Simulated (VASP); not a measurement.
**Ca: relaxation of cell and atoms with PBEsol**

Crystal: Ca.

```xyz
12
Lattice="4.5427 2.6227 7.7471 -4.5427 2.6227 7.7471 0.0000 -5.2455 7.7471" Properties=species:S:1:pos:R:3 pbc="T T T"
Ca   -2.9229    1.6875    5.2215
Ca    0.0000   -3.3750    5.2215
Ca    2.9229    1.6875    5.2215
Ca    2.9229   -1.6875   18.0199
Ca   -2.9229   -1.6875   18.0199
Ca    0.0000    3.3750   18.0199
Ca   -1.8599    1.0738    8.3124
Ca    0.0000   -2.1476    8.3124
Ca    1.8599    1.0738    8.3124
Ca    1.8599   -1.0738   14.9290
Ca   -1.8599   -1.0738   14.9290
Ca    0.0000    2.1476   14.9290
```

```yaml
Program: VASP 6.6.1
Task: relaxation of cell and atoms
Functional: PBEsol
Potentials_or_basis: VASP PAW PBE potentials, release 64 (Ca_sv)
Cutoff: 600 eV
k_mesh: 3 × 3 × 3
Occupations: gaussian, width 0.1 eV
Spin: no spin polarisation
Dipole_correction: no
Further_INCAR_settings: ALGO = Normal; EDIFF = 1e-06; IBRION = 2; EDIFFG = -0.04; NSW = 90; ISIF = 3
```

```yaml
Relaxed_volume: 54.02 Å³/atom
Relaxed_cell: a = 10.962 Å, b = 10.962 Å, c = 10.962 Å, α = 47.19°, β = 47.19°, γ = 47.19°
Space_group_after_relaxing_to_0.1_Å: R-3m (No. 166)
Energy_gained_by_relaxing: 431.1 meV/atom
Ionic_steps: 25
Pressure_after_relaxing: 0.1 GPa
Largest_force_after_relaxing: 0.021 eV/Å
Band_gap_on_the_k_mesh: zero (bands 60 and 61 overlap by 0.16 eV)
```

Forces in eV/Å, atoms in the order of the input:
```
Ca   0.002 -0.001 -0.009
Ca   0.000  0.002 -0.009
Ca  -0.002 -0.001 -0.009
Ca  -0.002  0.001  0.009
Ca   0.002  0.001  0.009
Ca   0.000 -0.002  0.009
Ca  -0.010  0.006  0.017
Ca   0.000 -0.011  0.017
Ca   0.010  0.006  0.017
Ca   0.010 -0.006 -0.017
Ca  -0.010 -0.006 -0.017
Ca   0.000  0.011 -0.017
```

The path:
| step | energy change (eV) | largest force (eV/Å) | pressure (GPa) | volume (Å³) |
| --- | --- | --- | --- | --- |
| 1 | 0.0000 | 1.2992 | 4.88 | 553.81 |
| 2 | -2.6944 | 0.4737 | 1.39 | 674.28 |
| 3 | -3.1724 | 0.5132 | 0.25 | 748.50 |
| 4 | -3.2106 | 0.5280 | -0.06 | 775.72 |
| 5 | -3.2112 | 0.5302 | -0.11 | 780.67 |
| 6 | -3.3799 | 0.4447 | -0.14 | 782.20 |
| 7 | -3.6258 | 0.4656 | -0.15 | 784.70 |
| 8 | -3.6400 | 0.5110 | -0.14 | 784.96 |
| 9 | -3.8087 | 0.4399 | -0.12 | 773.80 |
| 10 | -4.1235 | 0.3759 | 0.05 | 740.47 |
| 11 | -3.8857 | 0.7623 | 0.98 | 674.62 |
| 12 | -4.1509 | 0.4640 | 0.28 | 719.72 |
| 13 | -4.3478 | 0.3222 | -0.23 | 742.50 |
| 14 | -4.3952 | 0.2286 | -0.55 | 760.09 |
| 15 | -4.5485 | 0.2262 | -0.48 | 739.29 |
| 16 | -4.7999 | 0.2836 | -0.12 | 678.27 |
| 17 | -4.9377 | 0.2648 | 0.10 | 658.19 |
| 18 | -4.9803 | 0.3596 | 0.41 | 636.28 |
| 19 | -5.0836 | 0.2858 | 0.23 | 644.10 |
| 20 | -5.1276 | 0.1864 | -0.02 | 656.04 |
| 21 | -5.1298 | 0.2022 | 0.02 | 653.96 |
| 22 | -5.1617 | 0.0893 | -0.03 | 655.40 |
| 23 | -5.1650 | 0.0623 | -0.05 | 655.99 |
| 24 | -5.1708 | 0.0439 | 0.00 | 652.58 |
| 25 | -5.1729 | 0.0205 | 0.07 | 648.20 |

Final structure:
```cif
data_structure
_symmetry_space_group_name_H-M 'P 1'
_symmetry_Int_Tables_number 1
_cell_length_a 10.9618
_cell_length_b 10.9618
_cell_length_c 10.9618
_cell_angle_alpha 47.187
_cell_angle_beta 47.187
_cell_angle_gamma 47.187
_cell_volume 648.20
loop_
_atom_site_label
_atom_site_type_symbol
_atom_site_fract_x
_atom_site_fract_y
_atom_site_fract_z
_atom_site_occupancy
Ca1 Ca 0.08131 0.52737 0.08131 1
Ca2 Ca 0.08131 0.08131 0.52737 1
Ca3 Ca 0.52737 0.08131 0.08131 1
Ca4 Ca 0.91869 0.47263 0.91869 1
Ca5 Ca 0.47263 0.91869 0.91869 1
Ca6 Ca 0.91869 0.91869 0.47263 1
Ca7 Ca 0.22757 0.62832 0.22757 1
Ca8 Ca 0.22757 0.22757 0.62832 1
Ca9 Ca 0.62832 0.22757 0.22757 1
Ca10 Ca 0.77243 0.37168 0.77243 1
Ca11 Ca 0.37168 0.77243 0.77243 1
Ca12 Ca 0.77243 0.77243 0.37168 1
```

Levels at points of the mesh, in eV from the Fermi level:
| k point | band 57 | band 58 | band 59 | band 60 | band 61 | band 62 | band 63 | band 64 |
| --- | --- | --- | --- | --- | --- | --- | --- | --- |
| (0.00, 0.00, 0.00) | -0.59 | -0.54 | -0.54 | -0.19 | -0.16 | -0.16 | 0.01 | 0.18 |

Wall time 2.5 h on 1 thread of AMD EPYC 7R13 Processor (Zen 3), on a shared host, peak memory 1.1 GiB.

Caveat: the volume moved by over 15 % at a fixed basis, so the end points are rough; the PAW data sets were made with another functional, which shifts forces and pressure a little.
